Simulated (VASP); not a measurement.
Runs of VASP 6.6.1 on MgO. The structure is that of space group Fm-3m (No. 225), or close to it. The cells are those of the table. 

| cell | gap on the mesh (eV) | pressure (GPa) |
| --- | --- | --- |
| a = 2.953, b = 2.953, c = 4.331 Å, 4 atoms | 5.44 | -3.4 |
| a = 2.951, b = 2.951, c = 4.331 Å, 4 atoms | 5.45 | (b) |
| a = 2.958, b = 2.958, c = 4.288 Å, 4 atoms | 5.52 | -2.5 |
| a = 2.960, b = 2.960, c = 4.288 Å, 4 atoms | 5.51 | (a) |

Alike in all rows: task single point; level r2SCAN; potentials or basis VASP PAW PBE potentials, release 64 (Mg, O); no spin polarisation; k mesh 8 × 8 × 6; cutoff (eV) 520; smearing gaussian 0.02 eV.

Question: Fill in the values left out.

Answer: (a) -2.7; (b) -3.0.

Caveats: the PAW data sets were made with another functional, which shifts forces and pressure a little; the stress differs along the axes, from -8 to -1 GPa (at least some runs).

